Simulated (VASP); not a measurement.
# HfN (F-43m) in VASP: settings compared, part 2 of 2

VASP 6.6.1. Earlier steps stand in the parts before.

## (5) Single point, PBEsol, non-collinear spin, zero start, spin-orbit coupling

This run uses another cell than the first one, of 14.79 Å³/atom, 1.064 times its volume.

INCAR reads:

```
  PREC = Accurate
  ENCUT = 520
  EDIFF = 1E-6
  ISMEAR = -1
  SIGMA = 0.05
  LREAL = F
  LASPH = T
  NELM = 150
  ALGO = Normal
  ISIF = 2
  LWAVE = F
  LCHARG = F
  LNONCOLLINEAR = T
  MAGMOM = 0 0 0 0 0 0
  LORBIT = 11
  LSORBIT = T
  GGA_COMPAT = F
  LORBMOM = T
  LMAXMIX = 4
  GGA = PS
  NBANDS = 27
```

KPOINTS reads:

```
regular mesh
0
Gamma
  9 9 9
```

POSCAR reads:

```
HfN
1.0
    0.0000000000      2.4548220000      2.4548220000
    2.4548220000      0.0000000000      2.4548220000
    2.4548220000      2.4548220000      0.0000000000
Hf N
1 1
Direct
    0.0000000000      0.0000000000      0.0000000000
    0.2500000000      0.2500000000      0.2500000000
```

Potentials or basis: VASP PAW PBE potentials, release 64 (Hf_pv, N).

Command:

```
$ cat potpaw_PBE.64/Hf_pv/POTCAR potpaw_PBE.64/N/POTCAR > POTCAR
$ mpirun -np 1 vasp_ncl > vasp.out
```

OUTCAR:

```text
PREC = Accurate
   ENCUT = 520
   EDIFF = 1E-6
   ISMEAR = -1
   LREAL = F
   LASPH = T
   NELM = 150
   ISIF = 2
   LNONCOLLINEAR = T
   LORBIT = 11
   LSORBIT = T
   GGA = PS

 ion  position               nearest neighbor table
   1  0.000  0.000  0.000-   2 2.13   2 2.13   2 2.13   2 2.13
   2  0.250  0.250  0.250-   1 2.13   1 2.13   1 2.13   1 2.13

  LATTYP: Found a face centered cubic cell.
 ALAT       =     4.9096440000

  Lattice vectors:

 A1 = (   0.0000000000,   2.4548220000,   2.4548220000)
 A2 = (   2.4548220000,   0.0000000000,   2.4548220000)
 A3 = (   2.4548220000,   2.4548220000,   0.0000000000)

Analysis of symmetry for initial positions (statically):
=====================================================================
 Subroutine PRICEL returns:
 Original cell was already a primitive cell.

 Routine SETGRP: Setting up the symmetry group for a
 face centered cubic supercell.

 Subroutine GETGRP returns: Found 24 space group operations
 (whereof 24 operations were pure point group operations)
 out of a pool of 48 trial point group operations.

The static configuration has the point symmetry T_d .

Analysis of symmetry for dynamics (positions and initial velocities):
=====================================================================
 Subroutine PRICEL returns:
 Original cell was already a primitive cell.

 Routine SETGRP: Setting up the symmetry group for a
 face centered cubic supercell.

 Subroutine GETGRP returns: Found 24 space group operations
 (whereof 24 operations were pure point group operations)
 out of a pool of 48 trial point group operations.

The dynamic configuration has the point symmetry T_d .

Analysis of structural, dynamic, and magnetic symmetry:
=====================================================================
 Subroutine PRICEL returns:
 Original cell was already a primitive cell.

 Routine SETGRP: Setting up the symmetry group for a
[... 930 lines left out ...]

 # of ion     p       d       tot
 ----------------------------------------
  1        -0.000   0.000  -0.000
  2        -0.000   0.000  -0.000
 ----------------------------------------
           -0.000   0.000  -0.000

 orbital moment (z)

 # of ion     p       d       tot
 ----------------------------------------
  1         0.000  -0.000  -0.000
  2         0.000   0.000   0.000
 ----------------------------------------
            0.000  -0.000  -0.000

 Spin-Orbit-Coupling matrix elements

 Ion:    1  E_soc:     -1.3018557
 l=   1
     0.0000000    -0.2102689    -0.2102689
    -0.2102689     0.0000000    -0.2102689
    -0.2102689    -0.2102689     0.0000000
 l=   2
     0.0000000    -0.0014133     0.0000000    -0.0014133    -0.0052938
    -0.0014133     0.0000000    -0.0039704    -0.0014133    -0.0013235
     0.0000000    -0.0039704     0.0000000    -0.0039704     0.0000000
    -0.0014133    -0.0014133    -0.0039704     0.0000000    -0.0013235
    -0.0052938    -0.0013235     0.0000000    -0.0013235     0.0000000
 l=   3
     0.0000000     0.0000000     0.0000000     0.0000000     0.0000000     0.0000000     0.0000000
     0.0000000     0.0000000     0.0000000     0.0000000     0.0000000     0.0000000     0.0000000
     0.0000000     0.0000000     0.0000000     0.0000000     0.0000000     0.0000000     0.0000000
     0.0000000     0.0000000     0.0000000     0.0000000     0.0000000     0.0000000     0.0000000
     0.0000000     0.0000000     0.0000000     0.0000000     0.0000000     0.0000000     0.0000000
     0.0000000     0.0000000     0.0000000     0.0000000     0.0000000     0.0000000     0.0000000
     0.0000000     0.0000000     0.0000000     0.0000000     0.0000000     0.0000000     0.0000000

 Ion:    2  E_soc:     -0.0004044
 l=   1
     0.0000000    -0.0000674    -0.0000674
    -0.0000674     0.0000000    -0.0000674
    -0.0000674    -0.0000674     0.0000000
 l=   2
     0.0000000     0.0000000     0.0000000     0.0000000     0.0000000
     0.0000000     0.0000000     0.0000000     0.0000000     0.0000000
     0.0000000     0.0000000     0.0000000     0.0000000     0.0000000
     0.0000000     0.0000000     0.0000000     0.0000000     0.0000000
     0.0000000     0.0000000     0.0000000     0.0000000     0.0000000
 l=   3
     0.0000000     0.0000000     0.0000000     0.0000000     0.0000000     0.0000000     0.0000000
     0.0000000     0.0000000     0.0000000     0.0000000     0.0000000     0.0000000     0.0000000
     0.0000000     0.0000000     0.0000000     0.0000000     0.0000000     0.0000000     0.0000000
     0.0000000     0.0000000     0.0000000     0.0000000     0.0000000     0.0000000     0.0000000
     0.0000000     0.0000000     0.0000000     0.0000000     0.0000000     0.0000000     0.0000000
     0.0000000     0.0000000     0.0000000     0.0000000     0.0000000     0.0000000     0.0000000
     0.0000000     0.0000000     0.0000000     0.0000000     0.0000000     0.0000000     0.0000000

 total charge

# of ion       s       p       d       tot
------------------------------------------
    1        0.324   6.630   1.676   8.630
    2        1.248   2.487   0.000   3.735
--------------------------------------------------
tot          1.572   9.117   1.676  12.365

 magnetization (x)

# of ion       s       p       d       tot
------------------------------------------
    1       -0.000  -0.000   0.000  -0.000
    2        0.000   0.000   0.000   0.000
--------------------------------------------------
tot         -0.000  -0.000   0.000  -0.000

 magnetization (y)

# of ion       s       p       d       tot
------------------------------------------
    1       -0.000  -0.000   0.000  -0.000
    2        0.000   0.000   0.000   0.000
--------------------------------------------------
tot         -0.000  -0.000   0.000  -0.000

 magnetization (z)

# of ion       s       p       d       tot
------------------------------------------
    1       -0.000  -0.000   0.000  -0.000
    2       -0.000  -0.000   0.000  -0.000
--------------------------------------------------
tot         -0.000  -0.000   0.000  -0.000
```

It took 1.7 min on 1 thread of AMD EPYC 7R13 (Zen 3), shared host; peak memory 0.25 GiB.

Results:

```yaml
Free_energy: -22.9123 eV
Pressure: -5.9 GPa
Net_moment: 0.00 μB per cell
Valence_electrons_inside_the_program's_atomic_spheres: Hf 8.63; N 3.73
```

Moments on the atoms (μB; x, y, z):
```
Hf  0.00 0.00 0.00
N   0.00 0.00 0.00
```

Caveat: the PAW data sets were made with another functional, which shifts forces and pressure a little.

## (6) Overview

```tsv
level	spin	cell	gap on the mesh (eV)	pressure (GPa)
r2SCAN	off	a = 3.401 Å, angles 60.0°, 2 atoms	none	10.1
r2SCAN	off	a = 3.472 Å, angles 60.0°, 2 atoms	none	-3.6
r2SCAN	off	a = 3.517 Å, angles 60.0°, 2 atoms	none	-10.6
PBEsol	non-collinear, zero start, SOC	a = 3.472 Å, angles 60.0°, 2 atoms	-	-5.9
```

Alike in all rows: task single point; potentials or basis VASP PAW PBE potentials, release 64 (Hf_pv, N); k mesh 9 × 9 × 9; cutoff (eV) 520; smearing fermi-dirac 0.05 eV.

Caveats: the PAW data sets were made with another functional, which shifts forces and pressure a little; spin-orbit coupling is left out, which moves the levels of the heavy elements (some runs).

Absolute energies hang on the potentials; compare differences alone.
